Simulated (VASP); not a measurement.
Crystal: PbS.

```xyz
4
Lattice="2.0964 -6.1178 0.0000 2.0964 6.1178 0.0000 0.0000 0.0000 4.2960" Properties=species:S:1:pos:R:3 pbc="T T T"
Pb    2.0964   -4.4868    3.2220
Pb    2.0964    4.4868    1.0740
S     2.0964   -1.7789    3.2220
S     2.0964    1.7789    1.0740
```

```yaml
Program: VASP 6.6.1
Task: relaxation of cell and atoms
Functional: PBE
Dispersion: D3(BJ)
Potentials_or_basis: VASP PAW PBE potentials, release 64 (Pb_d, S)
Cutoff: 600 eV
k_mesh: 8 × 8 × 6
Occupations: gaussian, width 0.02 eV
Spin: no spin polarisation
```

At the start: pressure -1.9 GPa; volume 27.55 Å³/atom.

Task: Where does the relaxation end?

Result: Over 19 steps the energy falls by 14.6 meV/atom and the volume is 25.51 Å³/atom (-7.4 %); space group Cmcm (No. 63, to 0.05 Å).

The path:
```
step  energy change (eV)  largest force (eV/Å)  pressure (GPa)  volume (Å³)
   1              0.0000                0.0066           -1.93       110.20
   2             -0.0248                0.3185            0.54       104.98
   3             -0.0264                0.2545            0.01       105.98
   4             -0.0337                0.1986            0.02       105.34
   5             -0.0452                0.0404            0.16       103.43
   6             -0.0514                0.0254            0.01       103.23
   7             -0.0567                0.0289           -0.21       102.82
   8             -0.0568                0.0310           -0.22       102.79
   9             -0.0574                0.0404           -0.01       102.30
  10             -0.0575                0.0442            0.07       102.11
  11             -0.0578                0.0249            0.04       102.08
  12             -0.0579                0.0221            0.01       102.06
  13             -0.0580                0.0187           -0.01       102.08
  14             -0.0581                0.0124           -0.04       102.11
  15             -0.0582                0.0126            0.03       102.00
  16             -0.0582                0.0128            0.05       101.96
  17             -0.0582                0.0060            0.03       101.99
  18             -0.0583                0.0052            0.00       102.03
  19             -0.0583                0.0020            0.00       102.04
```

Final structure:
```
Pb S
1.0
     2.05551   -5.81343    0.00000
     2.05551    5.81343    0.00000
     0.00000    0.00000    4.26973
Pb S
2 2
Direct
  0.87299 0.12701 0.75000
  0.12701 0.87299 0.25000
  0.64037 0.35963 0.75000
  0.35963 0.64037 0.25000
```
